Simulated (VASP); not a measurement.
Ga2Sb2CO: single point with PBE+D3(BJ)

System: Ga2Sb2CO, a slab with vacuum.

```
Sb Ga O C
1.0
     4.33438    0.00000    0.00000
    -2.16719    3.75368    0.00000
     0.00000    0.00000   23.31974
Sb Ga O C
2 2 1 1
Cartesian
  0.0000 0.0000 4.0000
  0.0000 2.5025 7.6992
  0.0000 2.5025 4.8848
  2.1672 1.2512 8.4697
  4.5752 2.0854 11.5697
  4.5752 2.0854 12.7197
```

```yaml
Program: VASP 6.6.1
Task: single point
Functional: PBE
Dispersion: D3(BJ)
Potentials_or_basis: VASP PAW PBE potentials, release 64 (Sb, Ga_d, O, C)
Cutoff: 520 eV
k_mesh: 6 × 6 × 1
Occupations: gaussian, width 0.1 eV
Spin: no spin polarisation
```

| Property | Result |
| --- | --- |
| Largest force | 0.703 eV/Å |
| Band gap on the k mesh | 0.02 eV (least direct gap 0.17 eV) |
| Dispersion energy per atom | -0.167 eV |

Forces in eV/Å, atoms in the order of the input:
```
Sb  -0.002  0.004  0.151
Sb   0.001  0.001 -0.076
Ga   0.000  0.000 -0.116
Ga   0.003  0.000  0.000
O   -0.002 -0.006  0.703
C    0.000  0.002 -0.663
```

Levels at points of the mesh, in eV from the valence-band top:
```tsv
k point	band 19	band 20	band 21	band 22	band 23	band 24	band 25	band 26	band 27	band 28
(0.00, 0.00, 0.00)	-2.09	-1.11	-1.11	0.00	0.00	0.17	0.88	1.43	1.44	1.78
(0.50, 0.00, 0.00)	-5.71	-2.50	-2.45	-1.30	-1.19	0.35	0.69	1.19	1.31	1.68
(0.00, 0.50, 0.00)	-5.71	-2.50	-2.45	-1.30	-1.18	0.37	0.68	1.20	1.30	1.67
(0.50, 0.50, 0.00)	-5.71	-2.50	-2.45	-1.30	-1.19	0.35	0.70	1.20	1.30	1.69
```

Run time: 3.5 min on 1 thread of Intel(R) Xeon(R) 6975P-C (Granite Rapids) (shared host), peak memory 0.61 GiB.

Caveat: spin-orbit coupling is left out, which moves the levels of the heavy elements.
